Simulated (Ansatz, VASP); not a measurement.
## Two plane-wave programs on Br

```xyz
3
Lattice="4.8275 0.0000 0.0000 0.0000 4.8275 0.0000 0.0000 0.0000 4.5976" Properties=species:S:1:pos:R:3 pbc="T T T"
Br    2.4138    0.0000    0.0000
Br    0.0000    2.4138    0.0000
Br    0.0000    0.0000    2.2988
```

Alike in both runs: task single point; functional LDA; k mesh 8 × 8 × 8; occupations fermi-dirac, width 0.1 eV; no spin polarisation.

|  | VASP | Ansatz |
| --- | --- | --- |
| version | VASP 6.6.1 | Ansatz 0.2.0 |
| potentials or method | VASP PAW LDA potentials, release 64 (Br), cutoff 520 eV | plane waves, PAW |
| valence electrons in the cell | 21 | 21 |

|  | VASP | Ansatz | Ansatz less VASP |
| --- | --- | --- | --- |
| pressure (GPa) | -4.9 | -4.9 | -0.01 |
| traceless stress, the component that is largest in VASP (GPa) | -0.24 | -0.24 | -0.001 |

LDA's correlation is that of Perdew and Zunger in VASP and of Perdew and Wang (1992) in Ansatz.
